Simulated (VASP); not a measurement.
# Co (Pm-3m) in VASP: notebook

Runs on Co. Level: revPBE. Tasks: single point, relaxation of cell and atoms.

Everything below comes from runs of VASP 6.6.1. Logs are shortened: lines on timing, memory, paths and dates and some standing lists are left out, and cuts for length are marked.

## 1. The cell of the first run

It takes space group Pm-3m (No. 221, cubic). Conventional cell: a = 2.420 Å, b = 2.420 Å, c = 2.420 Å, α = 90.00°, β = 90.00°, γ = 90.00°. Co (site symmetry m-3m) has 6 Co at 2.42 Å within 3.2 Å.

## 2. Single point, revPBE, collinear spin, ferromagnetic start (volume scaled by 1.08)

Input file INCAR:

```
ALGO = Normal
EDIFF = 1E-7
ENCUT = 520
GGA = RE
ISIF = 2
ISMEAR = -1
ISPIN = 2
LASPH = True
LCHARG = False
LMAXMIX = 4
LORBIT = 11
LREAL = False
LWAVE = False
MAGMOM = 1.933
NBANDS = 14
NELM = 150
PREC = Accurate
SIGMA = 0.05
```

Input file KPOINTS:

```
k-points
0
Gamma
  15 15 15
```

Input file POSCAR:

```
Co
1.0
    2.4197976612      0.0000000000      0.0000000000
    0.0000000000      2.4197976612      0.0000000000
    0.0000000000      0.0000000000      2.4197976612
Co
1
Direct
    0.0000000000      0.0000000000      0.0000000000
```

Potentials or basis: VASP PAW PBE potentials, release 64 (Co).

Command:

```
$ cat potpaw_PBE.64/Co/POTCAR > POTCAR
$ mpirun -np 1 vasp_std > vasp.out
```

OUTCAR:

```text
EDIFF = 1E-7
   ENCUT = 520
   GGA = RE
   ISIF = 2
   ISMEAR = -1
   ISPIN = 2
   LASPH = True
   LORBIT = 11
   LREAL = False
   NELM = 150
   PREC = Accurate

 ion  position               nearest neighbor table
   1  0.000  0.000  0.000-

  LATTYP: Found a simple cubic cell.
 ALAT       =     2.4197976612

  Lattice vectors:

 A1 = (   2.4197976612,   0.0000000000,   0.0000000000)
 A2 = (   0.0000000000,   2.4197976612,   0.0000000000)
 A3 = (   0.0000000000,   0.0000000000,   2.4197976612)

Analysis of symmetry for initial positions (statically):
=====================================================================
 Subroutine PRICEL returns:
 Original cell was already a primitive cell.

 Routine SETGRP: Setting up the symmetry group for a
 simple cubic supercell.

 Subroutine GETGRP returns: Found 48 space group operations
 (whereof 48 operations were pure point group operations)
 out of a pool of 48 trial point group operations.

The static configuration has the point symmetry O_h .

Analysis of symmetry for dynamics (positions and initial velocities):
=====================================================================
 Subroutine PRICEL returns:
 Original cell was already a primitive cell.

 Routine SETGRP: Setting up the symmetry group for a
 simple cubic supercell.

 Subroutine GETGRP returns: Found 48 space group operations
 (whereof 48 operations were pure point group operations)
 out of a pool of 48 trial point group operations.

The dynamic configuration has the point symmetry O_h .

Analysis of structural, dynamic, and magnetic symmetry:
=====================================================================
 Subroutine PRICEL returns:
 Original cell was already a primitive cell.

 Routine SETGRP: Setting up the symmetry group for a
 simple cubic supercell.

 Subroutine GETGRP returns: Found 48 space group operations
 (whereof 48 operations were pure point group operations)
 out of a pool of 48 trial point group operations.

The overall configuration has the point symmetry O_h .

 Subroutine INISYM returns: Found 48 space group operations
 (whereof 48 operations are pure point group operations),
 and found     1 'primitive' translations

----------------------------------------------------------------------------------------

                                     Primitive cell

  volume of cell :      14.1689

  direct lattice vectors                    reciprocal lattice vectors
     2.419797661  0.000000000  0.000000000     0.413257693  0.000000000  0.000000000
     0.000000000  2.419797661  0.000000000     0.000000000  0.413257693  0.000000000
     0.000000000  0.000000000  2.419797661     0.000000000  0.000000000  0.413257693

  length of vectors
     2.419797661  2.419797661  2.419797661     0.413257693  0.413257693  0.413257693

  position of ions in fractional coordinates (direct lattice)
     0.000000000  0.000000000  0.000000000

  ion indices of the primitive-cell ions
   primitive index   ion index
                 1           1

----------------------------------------------------------------------------------------

 KPOINTS: k-points

Automatic generation of k-mesh.
 Grid dimensions read from file:
 generate k-points for:   15   15   15

 Generating k-lattice:

  Cartesian coordinates                     Fractional coordinates (reciprocal lattice)
     0.027550513  0.000000000  0.000000000     0.066666667  0.000000000  0.000000000
     0.000000000  0.027550513  0.000000000     0.000000000  0.066666667  0.000000000
     0.000000000  0.000000000  0.027550513     0.000000000  0.000000000  0.066666667

  Length of vectors
     0.027550513  0.027550513  0.027550513

  Shift w.r.t. Gamma in fractional coordinates (k-lattice)
     0.000000000  0.000000000  0.000000000

 Subroutine IBZKPT returns following result:
 ===========================================

 Found    120 irreducible k-points:

 Following reciprocal coordinates:
            Coordinates               Weight
  0.000000  0.000000  0.000000      1.000000
  0.066667  0.000000  0.000000      6.000000
  0.133333  0.000000  0.000000      6.000000
  0.200000  0.000000  0.000000      6.000000
  0.266667  0.000000  0.000000      6.000000
  0.333333  0.000000  0.000000      6.000000
[... 16 lines left out ...]
  0.266667  0.200000  0.000000     24.000000
  0.333333  0.200000  0.000000     24.000000
 [... further k-points ...]
   k-points           NKPTS =    120   k-points in BZ     NKDIM =    120   number of bands    NBANDS=     14
   number of dos      NEDOS =    301   number of ions     NIONS =      1
   total plane-waves  NPLWV =   5832
   dimension x,y,z NGX =    18 NGY =   18 NGZ =   18
   dimension x,y,z NGXF=    36 NGYF=   36 NGZF=   36
   ions per type =               1
   NGX,Y,Z   is equivalent  to a cutoff of  12.37, 12.37, 12.37 a.u.
   NGXF,Y,Z  is equivalent  to a cutoff of  24.73, 24.73, 24.73 a.u.
 SYSTEM =  unknown system
   PREC   = accura    normal or accurate (medium, high low for compatibility)
   ISTART =      0    job   : 0-new  1-cont  2-samecut
   ICHARG =      2    charge: 1-file 2-atom 10-const
   ISPIN  =      2    spin polarized calculation?
   LNONCOLLINEAR =      F non collinear calculations
   LSORBIT =      F    spin-orbit coupling
   LASPH  =      T    aspherical Exc in radial PAW
   ENCUT  =  520.0 eV  38.22 Ry    6.18 a.u.   4.50  4.50  4.50*2*pi/ulx,y,z
   NELM   =    150;   NELMIN=  2; NELMDL= -5     # of ELM steps
   EDIFF  = 0.1E-06   stopping-criterion for ELM
   LREAL  =      F    real-space projection
   EDIFFG = 0.1E-05   stopping-criterion for IOM
   NSW    =      0    number of steps for IOM
   IBRION =     -1    ionic relax: 0-MD 1-quasi-New 2-CG
   NFREE  =      0    steps in history (QN), initial steepest desc. (CG)
   ISIF   =      2    stress and relaxation
   ISYM   =      2    0-nonsym 1-usesym 2-fastsym
   POTIM  = 0.5000    time-step for ionic-motion
   TEBEG  =    0.0;   TEEND  =   0.0 temperature during run
   PSTRESS=    0.0 pullay stress
   NELECT =       9.0000    total number of electrons
   NUPDOWN=      -1.0000    fix difference up-down
   EMIN   =  10.00;   EMAX   =-10.00  energy-range for DOS
   EFERMI =   0.00;   METHOD = LEGACY
   ISMEAR =    -1;   SIGMA  =   0.05  broadening in eV -4-tet -1-fermi 0-gaus
   EFERMI_NEDOS =   21; number of points for ismear=-14 and -15
   IALGO  =     38    algorithm
   IMIX   =      4    mixing-type and parameters
     AMIX     =   0.40;   BMIX     =  1.00
     AMIX_MAG =   1.60;   BMIX_MAG =  1.00
  volume/ion in A,a.u.               =      14.17        95.62
  Fermi-wavevector in a.u.,A,eV,Ry     =   1.407267  2.659350 26.944997  1.980401
  Thomas-Fermi vector in A             =   2.529544
   LORBIT       =     11    0 simple, 1 ext, 2 COOP (PROOUT), +10 PAW based schemes
   GGA     = RE    functional components
   LHFCALC =     F    Hartree Fock is set to
   AEXX    =    0.0000 exact exchange contribution
   IVDW    =     0    specifies the selected vdW correction
   LEPSILON=     F    determine dielectric tensor
   LRPA    =     F    only Hartree local field effects (RPA)
 spin polarized calculation
  energy-cutoff  :      520.00
  volume of cell :       14.17
 maximum number of plane-waves:       397
 NGX is ok and might be reduce to    18
   NGX =  9   NGY =  9   NGZ =  9

 number of electron       8.9999994 magnetization       1.9300245

 Free energy of the ion-electron system (eV)
  ---------------------------------------------------
  ext. energy  EPLUGINS =         0.00000000
  ---------------------------------------------------
  free energy    TOTEN  =        -5.85619344 eV

  energy without entropy =       -5.84191537  energy(sigma->0) =       -5.84905440

 E-fermi :   7.3167     XC(G=0): -11.7401

 val. band max:        7.3141191774   @ k =   0.4667   0.1333   0.0667
 cond. band min:       7.3191509965   @ k =   0.4000   0.2000   0.1333
 fundamental gap:      0.0050318191
 Fermi energy:         7.3166711302

 spin component 1

 k-point     1 :       0.0000    0.0000    0.0000
  band No.  band energies     occupation
      1      -0.3715      1.00000
      2       3.2785      1.00000
      3       3.2785      1.00000
      4       5.8967      1.00000
      5       5.8967      1.00000
      6       5.8967      1.00000
      7      24.9382      0.00000
      8      24.9382      0.00000
      9      24.9382      0.00000
     10      28.5239      0.00000
     11      28.5239      0.00000
     12      32.4510      0.00000
     13      43.9774      0.00000
     14      45.3377      0.00000

 k-point     2 :       0.0667    0.0000    0.0000
  band No.  band energies     occupation
      1      -0.2496      1.00000
      2       3.2944      1.00000
      3       3.3341      1.00000
      4       5.8536      1.00000
      5       5.8536      1.00000
      6       5.9001      1.00000
      7      23.3496      0.00000
      8      25.1011      0.00000
      9      25.1011      0.00000
     10      28.5541      0.00000
     11      29.6477      0.00000
     12      33.1320      0.00000
     13      43.9659      0.00000
     14      44.1388      0.00000
[... 343 lines left out ...]
      1       2.2355      1.00000
      2       3.7674      1.00000
      3       4.3751      1.00000
      4       5.3323      1.00000
      5       5.4138      1.00000
      6       5.6348      1.00000
      7      16.5149      0.00000
      8      20.3530      0.00000
      9      28.7372      0.00000
     10      30.6124      0.00000
     11      31.3392      0.00000
     12      38.8549      0.00000
     13      40.1536      0.00000
     14      40.9724      0.00000

 k-point    24 :       0.3333    0.2000    0.0000
  band No.  band energies     occupation
      1       2.8076      1.00000
      2       3.8111      1.00000
      3       4.4907      1.00000
      4       5.2468      1.00000
      5       5.6551      1.00000
      6       5.8146      1.00000
      7      14.2972      0.00000
      8      21.2824      0.00000
      9      29.2002      0.00000
     10      29.9635      0.00000
     11      31.0355      0.00000
     12      38.1894      0.00000
     13      38.8890      0.00000
     14      40.6589      0.00000

 [... further k-points ...]

 spin component 2

 k-point     1 :       0.0000    0.0000    0.0000
  band No.  band energies     occupation
      1      -0.2633      1.00000
      2       4.6436      1.00000
      3       4.6436      1.00000
      4       8.3663      0.00000
      5       8.3663      0.00000
      6       8.3663      0.00000
      7      25.2917      0.00000
      8      25.2917      0.00000
      9      25.2917      0.00000
     10      28.7628      0.00000
     11      28.7628      0.00000
     12      32.4121      0.00000
     13      45.4959      0.00000
     14      45.4959      0.00000

 k-point     2 :       0.0667    0.0000    0.0000
  band No.  band energies     occupation
      1      -0.1411      1.00000
      2       4.6624      1.00000
      3       4.6985      1.00000
      4       8.3145      0.00000
      5       8.3145      0.00000
      6       8.3703      0.00000
      7      23.6925      0.00000
      8      25.4617      0.00000
      9      25.4617      0.00000
     10      28.7819      0.00000
     11      29.8555      0.00000
     12      33.1428      0.00000
     13      44.2568      0.00000
     14      45.1790      0.00000
[... 343 lines left out ...]
      1       2.5028      1.00000
      2       5.1682      1.00000
      3       5.7653      1.00000
      4       7.3985      0.16305
      5       7.7922      0.00007
      6       8.0577      0.00000
      7      16.9900      0.00000
      8      20.7736      0.00000
      9      29.1990      0.00000
     10      30.5930      0.00000
     11      31.6715      0.00000
     12      39.0199      0.00000
     13      40.2102      0.00000
     14      41.3566      0.00000

 k-point    24 :       0.3333    0.2000    0.0000
  band No.  band energies     occupation
      1       3.2777      1.00000
      2       5.2437      1.00000
      3       5.9440      1.00000
      4       7.5029      0.02357
      5       7.5987      0.00354
      6       8.0814      0.00000
      7      14.8734      0.00000
      8      21.6865      0.00000
      9      29.5280      0.00000
     10      30.4424      0.00000
     11      31.0011      0.00000
     12      38.3130      0.00000
     13      39.2839      0.00000
     14      40.7944      0.00000

 [... further k-points ...]
[... 5 lines left out ...]
  --------------------------------------------------------------------------------------
  -------------------------------------------------------------------------------------
  Total       -0.8180104     -0.8180104     -0.8180104      0.0000000      0.0000000      0.0000000
  in kB      -92.4979830    -92.4979830    -92.4979830      0.0000000      0.0000000      0.0000000
  external PRESSURE =     -92.4979830 kB  Pullay stress =       0.0000000 kB

 VOLUME and BASIS-vectors are now :
 -----------------------------------------------------------------------------
  energy-cutoff  :      520.00
  volume of cell :       14.17
      direct lattice vectors                 reciprocal lattice vectors
     2.419797661  0.000000000  0.000000000     0.413257693  0.000000000  0.000000000
     0.000000000  2.419797661  0.000000000     0.000000000  0.413257693  0.000000000
     0.000000000  0.000000000  2.419797661     0.000000000  0.000000000  0.413257693

 POSITION                                       TOTAL-FORCE (eV/Angst)
 -----------------------------------------------------------------------------------
      0.00000      0.00000      0.00000         0.000000      0.000000      0.000000
 -----------------------------------------------------------------------------------
    total drift:                                0.000000      0.000000      0.000000

  FREE ENERGIE OF THE ION-ELECTRON SYSTEM (eV)
  ---------------------------------------------------
  free  energy   TOTEN  =        -5.8561934417 eV

  energy  without entropy=       -5.8419153670  energy(sigma->0) =       -5.84905440

 total charge

# of ion       s       p       d       tot
------------------------------------------
    1        0.462   0.349   7.206   8.017

 magnetization (x)

# of ion       s       p       d       tot
------------------------------------------
    1        0.006  -0.010   1.953   1.949
```

Run time: 52 s. Hardware: 1 thread of Intel Xeon Platinum 8375C at 2.90GHz (Ice Lake), shared host; peak memory 0.15 GiB.

What came out:

```yaml
Free_energy: -5.8562 eV
Pressure: -9.2 GPa
Net_moment: 1.93 μB per cell
Site_moments: Co +1.95 μB
Valence_electrons_inside_the_program's_atomic_spheres: Co 8.02
```

Caveat: the PAW data sets were made with another functional, which shifts forces and pressure a little.

## 3. Single point, revPBE, collinear spin, ferromagnetic start (volume scaled by 1.12)

Input file INCAR:

```
SYSTEM = Co
ALGO = Normal
EDIFF = 1E-6
ENCUT = 520
GGA = RE
ISIF = 2
ISMEAR = -1
ISPIN = 2
LASPH = .True.
LCHARG = .False.
LMAXMIX = 4
LORBIT = 11
LREAL = .False.
LWAVE = .False.
MAGMOM = 1.933
NBANDS = 14
NELM = 150
PREC = Accurate
SIGMA = 0.05
```

Input file KPOINTS:

```
k-points
0
Gamma
  15 15 15
  0 0 0
```

Input file POSCAR:

```
Co
1.0
    2.4493102974      0.0000000000      0.0000000000
    0.0000000000      2.4493102974      0.0000000000
    0.0000000000      0.0000000000      2.4493102974
Co
1
Direct
    0.0000000000      0.0000000000      0.0000000000
```

Potentials or basis: VASP PAW PBE potentials, release 64 (Co).

Command:

```
$ cat potpaw_PBE.64/Co/POTCAR > POTCAR
$ mpirun -np 1 vasp_std > vasp.out
```

Run time: 65 s. Hardware: 1 thread of Intel Xeon Platinum 8375C at 2.90GHz (Ice Lake), shared host; peak memory 0.15 GiB.

Results (log left out):

```yaml
Free_energy: -5.8208 eV
Pressure: -12.4 GPa
Net_moment: 1.95 μB per cell
Site_moments: Co +1.97 μB
Valence_electrons_inside_the_program's_atomic_spheres: Co 7.97
```

Levels at points of the mesh, in eV from the Fermi level:
Spin up:
```
           k point  band 3  band 4  band 5  band 6  band 7  band 8  band 9  band 10
(0.00, 0.00, 0.00)   -3.93   -1.49   -1.49   -1.49   17.20   17.20   17.20    20.71
```
Spin down:
```csv
k point,band 1,band 2,band 3,band 4,band 5,band 6,band 7
"(0.00, 0.00, 0.00)",-7.39,-2.56,-2.56,1.00,1.00,1.00,17.55
```

Caveat: the PAW data sets were made with another functional, which shifts forces and pressure a little.

[end of part 1 of 2]
